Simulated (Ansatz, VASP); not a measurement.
## One calculation of Pt, two programs

```xyz
4
Lattice="2.7704 0.0000 0.0000 0.0000 3.9179 0.0000 0.0000 0.0000 21.0970" Properties=species:S:1:pos:R:3 pbc="T T T"
Pt    1.3852    1.9590    4.0000
Pt    0.0000    0.0000    5.3852
Pt    1.3852    1.9590    6.8697
Pt    0.0000    0.0000    8.0970
```

Alike in both runs: task single point; functional PBEsol; k mesh 10 × 7 × 1; occupations gaussian, width 0.1 eV; no spin polarisation.

|  | VASP | Ansatz |
| --- | --- | --- |
| version | VASP 6.6.1 | Ansatz 0.2.0 |
| potentials or method | VASP PAW PBE potentials, release 64 (Pt), cutoff 400 eV | scalar-relativistic, plane waves, PAW |
| valence electrons in the cell | 40 | 72 |

Ansatz gave:

| Item | Value |
| --- | --- |
| gap on the k mesh at the Fermi level (eV) | none |
| rms of the force components (eV/Å) | 0.420 |

**Question.** What did VASP give for the same quantities?

**Answer.** gap on the k mesh at the Fermi level (eV): none; rms of the force components (eV/Å): 0.417.

VASP's potentials were made for PBE, not for PBEsol, and Ansatz warns of the same on its side. Atom by atom the forces differ by 0.010 eV/Å (rms over components). A gap of «none» marks a metal or a gap that the smearing closes. VASP's potentials hold 40 valence electrons a cell and Ansatz's 72, so a difference there can come from the potentials and not from the codes.

Spin-orbit coupling is off throughout.
